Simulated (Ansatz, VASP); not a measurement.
Si16C: VASP beside Ansatz

```
Si C
1.0
     0.00000    5.43000    5.43000
     5.43000    0.00000    5.43000
     5.43000    5.43000    0.00000
Si C
16 1
Direct
  0.97774 0.00171 0.00931
  0.10870 0.11413 0.13875
  0.97771 0.00170 0.51158
  0.11016 0.11864 0.63576
  0.05259 0.48184 0.98299
  0.10523 0.62841 0.14452
  0.97058 0.49334 0.51817
  0.10520 0.62838 0.62224
  0.48294 0.00986 0.00375
  0.60465 0.11173 0.14716
  0.48448 0.97474 0.52057
  0.60457 0.11191 0.63674
  0.47227 0.47865 0.04979
  0.69770 0.66289 0.06961
  0.47224 0.47894 0.49949
  0.59551 0.60013 0.65226
  0.55953 0.47863 0.23108
```

Alike in both runs: functional LDA; k mesh 2 × 2 × 2; occupations fermi-dirac, width 0.02 eV; collinear spin.

Ansatz relaxed the structure, and its values are those at the end. VASP's run is a single point on that final structure, the one shown.

|  | VASP | Ansatz |
| --- | --- | --- |
| version | VASP 6.6.1 | Ansatz 0.2.0 |
| potentials or method | VASP PAW LDA potentials, release 64 (Si, C), cutoff 520 eV | scalar-relativistic, plane waves, PAW |
| valence electrons in the cell | 68 | 68 |

|  | VASP | Ansatz | Ansatz less VASP |
| --- | --- | --- | --- |
| rms of the force components (eV/Å) | 0.022 | 0.018 | -0.0035 |
| net moment per atom (μB) | 0.00 | 0.00 | 0.000 |

Ansatz warns that its potentials were made for another functional, while VASP's fit it. LDA's correlation is that of Perdew and Zunger in VASP and of Perdew and Wang (1992) in Ansatz. Ansatz's warnings: filled band counts differ across k points, seeded moment not kept.

The k mesh is coarse, so the values compare programs but aren't converged.
